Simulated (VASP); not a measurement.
Crystal: Sb.

```
CELL_PARAMETERS angstrom
0.00000 2.37124 2.37124
2.37124 0.00000 2.37124
2.37124 2.37124 0.00000
ATOMIC_POSITIONS crystal
Sb 0.00000 0.00000 0.00000
```

| Property | Result |
| --- | --- |
| Program | VASP 6.6.1 |
| Task | relaxation of cell and atoms |
| Functional | RPBE |
| Dispersion | D4 |
| Potentials or basis | VASP PAW PBE potentials, release 64 (Sb) |
| Cutoff | 600 eV |
| k mesh | 10 × 10 × 10 |
| Occupations | fermi-dirac, width 0.05 eV |
| Spin | no spin polarisation |

At the start: pressure -2.8 GPa; volume 26.67 Å³/atom.

Q: Where does the relaxation end?

A: Over 3 steps the energy falls by 11.2 meV/atom and the volume is 25.45 Å³/atom (-4.6 %); space group Fm-3m (No. 225, to 0.05 Å).

Step by step:
```csv
step,energy change (eV),largest force (eV/Å),pressure (GPa),volume (Å³)
1,0.0000,0.0000,-2.79,26.67
2,-0.0087,0.0000,1.53,24.91
3,-0.0112,0.0000,0.01,25.45
```

Final structure:
```cif
data_structure
_symmetry_space_group_name_H-M 'P 1'
_symmetry_Int_Tables_number 1
_cell_length_a 3.3015
_cell_length_b 3.3015
_cell_length_c 3.3015
_cell_angle_alpha 60.000
_cell_angle_beta 60.000
_cell_angle_gamma 60.000
_cell_volume 25.45
loop_
_atom_site_label
_atom_site_type_symbol
_atom_site_fract_x
_atom_site_fract_y
_atom_site_fract_z
_atom_site_occupancy
Sb1 Sb 0.00000 0.00000 0.00000 1
```

Caveat: the PAW data sets were made with another functional, which shifts forces and pressure a little; pairwise dispersion overbinds metals, which lowers pressure and volume.
